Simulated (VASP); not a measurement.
# Ge in VASP: a series of runs, part 2 of 2

VASP 6.6.1.

## 3. Single point, PBE

This run uses another cell than the first one, of 19.30 Å³/atom.

The input, INCAR:

```
  PREC = Accurate
  ENCUT = 520
  EDIFF = 1E-6
  ISMEAR = 0
  SIGMA = 0.1
  LREAL = F
  LASPH = T
  NELM = 100
  ALGO = Normal
  ISIF = 2
  LWAVE = F
  LCHARG = T
  GGA = PE
  LELF = T
  LVHAR = T
  NBANDS = 21
```

The input, KPOINTS:

```
Automatic mesh
0
Gamma
  22 22 22
```

The input, POSCAR:

```
Ge
1.0
   -2.6002552422      2.6002552422      1.4271892128
    2.6002552422     -2.6002552422      1.4271892128
    2.6002552422      2.6002552422     -1.4271892128
Ge
2
Direct
    0.7500000000      0.2500000000      0.5000000000
    0.0000000000      0.0000000000      0.0000000000
```

Potentials or basis: VASP PAW PBE potentials, release 64 (Ge_d).

Launch:

```console
cat potpaw_PBE.64/Ge_d/POTCAR > POTCAR
mpirun -np 1 vasp_std > vasp.out
```

OUTCAR:

```text
PREC = Accurate
   ENCUT = 520
   EDIFF = 1E-6
   ISMEAR = 0
   LREAL = F
   LASPH = T
   NELM = 100
   ISIF = 2
   GGA = PE

 ion  position               nearest neighbor table
   1  0.750  0.250  0.500-   2 2.70   2 2.70   2 2.70   2 2.70
   2  0.000  0.000  0.000-   1 2.70   1 2.70   1 2.70   1 2.70

  LATTYP: Found a body centered tetragonal cell.
 ALAT       =     5.2005104844
 C/A-ratio  =     0.5488650459

  Lattice vectors:

 A1 = (  -2.6002552422,   2.6002552422,   1.4271892128)
 A2 = (   2.6002552422,  -2.6002552422,   1.4271892128)
 A3 = (   2.6002552422,   2.6002552422,  -1.4271892128)

Analysis of symmetry for initial positions (statically):
=====================================================================
 Subroutine PRICEL returns:
 Original cell was already a primitive cell.

 Routine SETGRP: Setting up the symmetry group for a
 body centered tetragonal supercell.

 Subroutine GETGRP returns: Found 16 space group operations
 (whereof  8 operations were pure point group operations)
 out of a pool of 16 trial point group operations.

The static configuration has the point symmetry D_2d.
 The point group associated with its full space group is D_4h.

Analysis of symmetry for dynamics (positions and initial velocities):
=====================================================================
 Subroutine PRICEL returns:
 Original cell was already a primitive cell.

 Routine SETGRP: Setting up the symmetry group for a
 body centered tetragonal supercell.

 Subroutine GETGRP returns: Found 16 space group operations
 (whereof  8 operations were pure point group operations)
 out of a pool of 16 trial point group operations.

The dynamic configuration has the point symmetry D_2d.
[... 112 lines left out ...]
   NUPDOWN=      -1.0000    fix difference up-down
   EMIN   =  10.00;   EMAX   =-10.00  energy-range for DOS
   EFERMI =   0.00;   METHOD = LEGACY
   ISMEAR =     0;   SIGMA  =   0.10  broadening in eV -4-tet -1-fermi 0-gaus
   EFERMI_NEDOS =   21; number of points for ismear=-14 and -15
   IALGO  =     38    algorithm
   IMIX   =      4    mixing-type and parameters
     AMIX     =   0.40;   BMIX     =  1.00
     AMIX_MAG =   1.60;   BMIX_MAG =  1.00
  volume/ion in A,a.u.               =      19.30       130.24
  Fermi-wavevector in a.u.,A,eV,Ry     =   1.470967  2.779725 29.439534  2.163745
  Thomas-Fermi vector in A             =   2.586160
   LORBIT       =      0    0 simple, 1 ext, 2 COOP (PROOUT), +10 PAW based schemes
   GGA     = PE    functional components
   LHFCALC =     F    Hartree Fock is set to
   AEXX    =    0.0000 exact exchange contribution
   IVDW    =     0    specifies the selected vdW correction
   LEPSILON=     F    determine dielectric tensor
   LRPA    =     F    only Hartree local field effects (RPA)
 non-spin polarized calculation
 Gauss-broadening in eV      SIGMA  =   0.10
  energy-cutoff  :      520.00
  volume of cell :       38.60
 maximum number of plane-waves:      1065
 NGX is ok and might be reduce to    30
   NGX = 15   NGY = 15   NGZ = 15

 number of electron      28.0000013 magnetization

 Free energy of the ion-electron system (eV)
  ---------------------------------------------------
  ext. energy  EPLUGINS =         0.00000000
  ---------------------------------------------------
  free energy    TOTEN  =        -8.57776775 eV

  energy without entropy =       -8.57370565  energy(sigma->0) =       -8.57573670

 E-fermi :   6.3466     XC(G=0): -11.1139

 val. band max:        6.3424356670   @ k =  -0.2273  -0.2273   0.1364
 cond. band min:       6.3466523232   @ k =  -0.2273   0.0909   0.0000
 fundamental gap:      0.0042166562
 Fermi energy:         6.3465752385

 k-point     1 :       0.0000    0.0000    0.0000
  band No.  band energies     occupation
      1     -18.3672      2.00000
      2     -18.3249      2.00000
      3     -18.2975      2.00000
      4     -18.2948      2.00000
      5     -18.2088      2.00000
      6     -18.2088      2.00000
[... 565 lines left out ...]
     20      17.0634      0.00000
     21      18.6785      0.00000

 [... further k-points ...]

------------------------ aborting loop because EDIFF is reached ----------------------------------------

  FORCE on cell =-STRESS in cart. coord.  units (eV):
  Direction    XX          YY          ZZ          XY          YZ          ZX
  --------------------------------------------------------------------------------------
  -------------------------------------------------------------------------------------
  Total       -0.0434432     -0.0434432     -0.0405373      0.0000000     -0.0000000      0.0000000
  in kB       -1.8032626     -1.8032626     -1.6826436      0.0000000     -0.0000000      0.0000000
  external PRESSURE =      -1.7630562 kB  Pullay stress =       0.0000000 kB

 VOLUME and BASIS-vectors are now :
 -----------------------------------------------------------------------------
  energy-cutoff  :      520.00
  volume of cell :       38.60
      direct lattice vectors                 reciprocal lattice vectors
    -2.600255242  2.600255242  1.427189213     0.000000000  0.192288815  0.350338971
     2.600255242 -2.600255242  1.427189213     0.192288815  0.000000000  0.350338971
     2.600255242  2.600255242 -1.427189213     0.192288815  0.192288815  0.000000000

 POSITION                                       TOTAL-FORCE (eV/Angst)
 -----------------------------------------------------------------------------------
     -0.00000      2.60026      0.71359         0.000000     -0.000000      0.000000
      0.00000      0.00000      0.00000        -0.000000      0.000000     -0.000000
 -----------------------------------------------------------------------------------
    total drift:                                0.000000     -0.000000      0.000000

  FREE ENERGIE OF THE ION-ELECTRON SYSTEM (eV)
  ---------------------------------------------------
  free  energy   TOTEN  =        -8.5777677510 eV

  energy  without entropy=       -8.5737056460  energy(sigma->0) =       -8.57573670
```

It took 8.5 min on 1 thread of Intel Xeon Platinum 8259CL at 2.50GHz (Skylake/Cascade Lake), shared host; peak memory 0.6 GiB.

What came out:

```
Free energy            : -8.5778 eV
Pressure               : -0.2 GPa
Band gap on the k mesh : zero (bands 14 and 15 overlap by 5.14 eV)
```

The gap in the log of VASP goes by the Fermi energy; the results here count the filled bands.